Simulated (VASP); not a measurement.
The system is Cs2Be.

```xyz
3
Lattice="0.0000 3.6396 3.6396 3.6396 0.0000 3.6396 3.6396 3.6396 0.0000" Properties=species:S:1:pos:R:3 pbc="T T T"
Cs    1.8198    1.8198    1.8198
Cs    5.4593    5.4593    5.4593
Be    0.0000    0.0000    0.0000
```

```yaml
Program: VASP 6.6.1
Task: relaxation of cell and atoms
Functional: PBE
Potentials_or_basis: VASP PAW PBE potentials, release 64 (Cs_sv, Be)
Cutoff: 600 eV
k_mesh: 4 × 4 × 4
Occupations: gaussian, width 0.1 eV
Spin: no spin polarisation
```

At the start: pressure 9.3 GPa; volume 32.14 Å³/atom.

Task: How do energy, volume and symmetry change on relaxing?

Result: Over 6 steps the energy falls by 509.9 meV/atom and the volume is 62.23 Å³/atom (+93.6 %); space group Fm-3m (No. 225, to 0.1 Å) before and after.

Step by step:
```tsv
step	energy change (eV)	largest force (eV/Å)	pressure (GPa)	volume (Å³)
1	0.0000	0.0000	9.26	96.42
2	-1.0146	0.0000	3.46	124.74
3	-1.4352	0.0000	1.10	155.88
4	-1.4174	0.0000	-0.67	232.89
5	-1.5268	0.0000	-0.15	193.76
6	-1.5296	0.0000	0.02	186.68
```

Final structure:
```yaml
crystal:
  lattice:
    - [0.00000, 4.53613, 4.53613]
    - [4.53613, 0.00000, 4.53613]
    - [4.53613, 4.53613, 0.00000]
  atoms:
    - { symbol: Cs, position: [0.25000, 0.25000, 0.25000] }
    - { symbol: Cs, position: [0.75000, 0.75000, 0.75000] }
    - { symbol: Be, position: [0.00000, 0.00000, 0.00000] }
```

Caveat: the k points lie up to 0.30 Å⁻¹ apart in the final cell; the volume moved by over 15 % at a fixed basis, so the end points are rough.
